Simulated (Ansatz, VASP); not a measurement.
**One calculation of AgI, two programs**

```
Ag I
1.0
     3.28866    3.28866    0.00000
    -3.28866    3.28866    0.00000
     0.00000    3.28866    3.28866
Ag I
1 1
Direct
  0.00000 0.00000 0.00000
  0.75000 0.25000 0.50000
```

Alike in both runs: functional r2SCAN; k mesh 10 × 10 × 10; occupations fermi-dirac, width 0.1 eV; no spin polarisation.

Ansatz relaxed the structure, and its values are those at the end. VASP's run is a single point on that final structure, the one shown.

```csv
,VASP,Ansatz
version,VASP 6.6.1,Ansatz 0.2.0
potentials or method,"VASP PAW PBE potentials, release 64 (Ag, I)","PAW with Ansatz's default frozen-core files, scalar-relativistic"
plane-wave cutoff (eV),550,500
valence electrons in the cell,18,36
```

```csv
,VASP,Ansatz,Ansatz less VASP
pressure (GPa),-0.1,0.0,+0.11
```

VASP's potentials were made for PBE, not for r2SCAN. VASP's potentials hold 18 valence electrons a cell and Ansatz's 36, so a difference there can come from the potentials and not from the codes.

Spin-orbit coupling is off throughout.
